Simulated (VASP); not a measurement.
Be3GaSb3:

```
CELL_PARAMETERS angstrom
7.84786 0.00000 0.00000
-3.92393 6.79644 0.00000
0.00000 0.00000 4.95220
ATOMIC_POSITIONS crystal
Be 0.50000 0.00000 0.00000
Be 0.00000 0.50000 0.00000
Be 0.50000 0.50000 0.00000
Ga 0.00000 0.00000 0.00000
Sb 0.33333 0.66667 0.00000
Sb 0.66667 0.33333 0.00000
Sb 0.00000 0.00000 0.50000
```

* Program: VASP 6.6.1
* Task: relaxation of cell and atoms
* Functional: PBE
* Potentials or basis: VASP PAW PBE potentials, release 64 (Be, Ga_d, Sb)
* Cutoff: 600 eV
* k mesh: 6 × 6 × 8
* Occupations: gaussian, width 0.1 eV
* Spin: no spin polarisation

At the start: pressure 0.8 GPa; volume 37.73 Å³/atom.

Question: How do energy, volume and symmetry change on relaxing?

Answer: Over 5 steps the energy falls by 6.7 meV/atom and the volume is 38.96 Å³/atom (+3.2 %); space group P6/mmm (No. 191, to 0.05 Å).

Step by step:
```
step  energy change (eV)  largest force (eV/Å)  pressure (GPa)  volume (Å³)
   1              0.0000                0.0000            0.81       264.14
   2             -0.0453                0.0000            0.10       271.42
   3             -0.0469                0.0000           -0.06       273.31
   4             -0.0469                0.0000           -0.04       273.12
   5             -0.0470                0.0000            0.00       272.71
```

Final structure:
```xyz
7
Lattice="7.8615 0.0000 0.0000 -3.9308 6.8083 0.0000 0.0000 0.0000 5.0951" Properties=species:S:1:pos:R:3 pbc="T T T"
Be    0.0000    6.8083    0.0000
Be   -1.9654    3.4041    0.0000
Be    1.9654    3.4041    0.0000
Ga    0.0000    0.0000    0.0000
Sb    0.0000    4.5389    5.0951
Sb    3.9308    2.2694    0.0000
Sb    0.0000    0.0000    2.5475
```
